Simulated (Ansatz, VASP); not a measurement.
## CdBi3O: VASP beside Ansatz

```xyz
5
Lattice="5.0095 0.0000 0.0000 0.0000 5.0095 0.0000 0.0000 0.0000 5.0095" Properties=species:S:1:pos:R:3 pbc="T T T"
Cd    0.0000    0.0000    0.0000
Bi    0.0000    2.5048    2.5048
Bi    2.5048    0.0000    2.5048
Bi    2.5048    2.5048    0.0000
O     2.5048    2.5048    2.5048
```

Alike in both runs: functional PBE; k mesh 4 × 4 × 4; occupations gaussian, width 0.1 eV; no spin polarisation.

Ansatz relaxed the structure, and its values are those at the end. VASP's run is a single point on that final structure, the one shown.

|  | VASP | Ansatz |
| --- | --- | --- |
| version | VASP 6.6.1 | Ansatz 0.2.0 |
| potentials or method | VASP PAW PBE potentials, release 64 (Cd, Bi_d, O), cutoff 600 eV | scalar-relativistic, plane waves, PAW |
| valence electrons in the cell | 63 | 71 |

```tsv
	VASP	Ansatz	Ansatz less VASP
gap on the k mesh at the Fermi level (eV)	none	none	-
pressure (GPa)	-0.1	-0.1	0.00
```

A gap of «none» marks a metal or a gap that the smearing closes. VASP's potentials hold 63 valence electrons a cell and Ansatz's 71, so a difference there can come from the potentials and not from the codes.

Spin-orbit coupling is off throughout.
